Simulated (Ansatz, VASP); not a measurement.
ScB2P3: VASP beside Ansatz

```
Sc B P
1.0
     3.35252    0.00000    0.00000
     0.00000    3.35252    0.00000
     0.00000    0.00000    6.77584
Sc B P
1 2 3
Direct
  0.00000 0.00000 0.65228
  0.50000 0.50000 0.67651
  0.00000 0.00000 0.28660
  0.50000 0.00000 0.99186
  0.00000 0.50000 0.99186
  0.50000 0.50000 0.40089
```

Change from the starting cell: species swapped into the Zr2As3S type (P4mm, No. 99).

Alike in both runs: functional PBE; k mesh 6 × 6 × 4; occupations gaussian, width 0.1 eV; no spin polarisation.

Ansatz relaxed the structure, and its values are those at the end. VASP's run is a single point on that final structure, the one shown.

```csv
,VASP,Ansatz
version,VASP 6.6.1,Ansatz 0.2.0
potentials or method,"VASP PAW PBE potentials, release 64 (Sc_sv, B, P), cutoff 520 eV","scalar-relativistic, plane waves, PAW"
valence electrons in the cell,32,32
```

|  | VASP | Ansatz | Ansatz less VASP |
| --- | --- | --- | --- |
| gap on the k mesh at the Fermi level (eV) | none | none | - |
| pressure (GPa) | 0.1 | 0.1 | -0.02 |
| rms of the force components (eV/Å) | 0.003 | 0.002 | -0.0008 |

A gap of «none» marks a metal or a gap that the smearing closes. The functional is the same, so the differences come from potentials, cutoffs and numerics.
